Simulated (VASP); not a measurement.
A run of VASP 6.6.1 is set up as follows.

Contents of INCAR:

```
SYSTEM = AlInAsP3
PREC = Accurate ; ENCUT = 500
EDIFF = 1E-7 ; ISMEAR = 0
SIGMA = 0.1 ; LREAL = .False.
LASPH = .True. ; NELM = 120
ALGO = Normal ; ISIF = 3
LWAVE = .False. ; LCHARG = .False.
GGA = PE ; IBRION = 2
NSW = 100 ; EDIFFG = -0.01
GGA_COMPAT = .False. ; NELMIN = 4
```

Contents of KPOINTS:

```
regular mesh
0
Gamma
  12 12 8
  0 0 0
```

The input POSCAR:

```
AlInAsP3
1.0
    5.3424597860      0.0000000000      0.0000000000
   -2.6712298930      4.6267058934      0.0000000000
    0.0000000000      0.0000000000      5.3230301309
Al In P As
1 1 3 1
Direct
    0.6666666667      0.3333333333      0.0000000000
    0.0000000000      0.0000000000      0.0000000000
    0.6076883323      0.8038441661      0.5000000000
    0.1961558339      0.8038441661      0.5000000000
    0.1961558339      0.3923116677      0.5000000000
    0.3333333333      0.6666666667      0.0000000000
```

Potentials or basis: VASP PAW PBE potentials, release 64 (Al, In_d, P, As).

Launch:

```console
$ cat potpaw_PBE.64/Al/POTCAR potpaw_PBE.64/In_d/POTCAR potpaw_PBE.64/P/POTCAR potpaw_PBE.64/As/POTCAR > POTCAR
$ mpirun -np 1 vasp_std > vasp.out
```

(1) Estimate the space group after relaxing (to 0.1 Å).

(2) Predict the relaxed cell.

(3) Predict the relaxed volume.

(4) Estimate the band gap on the k mesh.

## Answers

(1) P-6m2 (No. 187).

(2) a = 5.465 Å, b = 5.465 Å, c = 5.161 Å, α = 90.00°, β = 90.00°, γ = 120.00°.

(3) 22.25 Å³/atom.

(4) zero (bands 18 and 19 overlap by 1.33 eV).

Caveat: spin-orbit coupling is left out, which moves the levels of the heavy elements.
